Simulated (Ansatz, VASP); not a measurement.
## One calculation of SnH7, two programs

```
Sn H
1.0
     0.00000    3.19968    3.19968
     3.19968    0.00000    3.19968
     3.19968    3.19968    0.00000
Sn H
1 7
Direct
  0.25000 0.25000 0.25000
  0.64653 0.35347 0.35347
  0.35347 0.64653 0.64653
  0.64653 0.35347 0.64653
  0.35347 0.64653 0.35347
  0.64653 0.64653 0.35347
  0.35347 0.35347 0.64653
  0.75000 0.75000 0.75000
```

Alike in both runs: functional PBE; k mesh 10 × 10 × 10; occupations gaussian, width 0.1 eV; no spin polarisation.

Ansatz relaxed the structure, and its values are those at the end. VASP's run is a single point on that final structure, the one shown.

```csv
,VASP,Ansatz
version,VASP 6.6.1,Ansatz 0.2.0
potentials or method,"VASP PAW PBE potentials, release 64 (Sn_d, H), cutoff 520 eV","scalar-relativistic, plane waves, PAW"
valence electrons in the cell,21,21
```

|  | VASP | Ansatz | Ansatz less VASP |
| --- | --- | --- | --- |
| gap on the k mesh at the Fermi level (eV) | none | none | - |
| pressure (GPa) | -0.2 | 0.0 | +0.15 |
| rms of the force components (eV/Å) | 0.006 | 0.000 | -0.0063 |

A gap of «none» marks a metal or a gap that the smearing closes.
